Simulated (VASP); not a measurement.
## Ni: single point with LDA

Crystal: Ni.

```
Ni
1.0
     0.00000    1.45571    1.45571
     1.45571    0.00000    1.45571
     1.45571    1.45571    0.00000
Ni
1
Direct
  0.00000 0.00000 0.00000
```

- Program: VASP 6.6.1
- Task: single point
- Functional: LDA
- Potentials or basis: VASP PAW LDA potentials, release 64 (Ni)
- Cutoff: 520 eV
- k mesh: 22 × 22 × 22
- Occupations: fermi-dirac, width 0.05 eV
- Spin: collinear spin, ferromagnetic start
- Starting moments: [1.0] μB

```yaml
Pressure: 391.9 GPa
Net_moment: 0.31 μB per cell
Site_moments: Ni +0.30 μB
```

Levels at points of the mesh, in eV from the Fermi level:
Spin up:
```csv
k point,band 3,band 4,band 5,band 6,band 7,band 8
"(0.00, 0.00, 0.00)",-4.55,-4.55,-1.91,-1.91,27.85,36.57
"(0.50, 0.00, 0.00)",-4.69,-1.16,-0.20,-0.20,11.48,26.15
"(0.50, 0.50, 0.00)",-0.20,0.23,0.23,3.36,15.81,20.97
```
Spin down:
| k point | band 1 | band 2 | band 3 | band 4 | band 5 | band 6 | band 7 | band 8 | band 9 | band 10 |
| --- | --- | --- | --- | --- | --- | --- | --- | --- | --- | --- |
| (0.00, 0.00, 0.00) | -13.48 | -4.23 | -4.23 | -4.23 | -1.60 | -1.60 | 27.88 | 36.61 | 36.61 | 36.61 |
| (0.50, 0.00, 0.00) | -9.03 | -4.40 | -4.40 | -1.11 | 0.16 | 0.16 | 11.72 | 26.17 | 35.79 | 35.79 |
| (0.50, 0.50, 0.00) | -9.62 | -8.47 | 0.13 | 0.61 | 0.61 | 3.43 | 16.00 | 21.04 | 21.04 | 29.24 |

It took 34 s on 1 thread of Intel(R) Xeon(R) Platinum 8259CL CPU @ 2.50GHz (Skylake/Cascade Lake), on a shared host, peak memory 0.15 GiB.
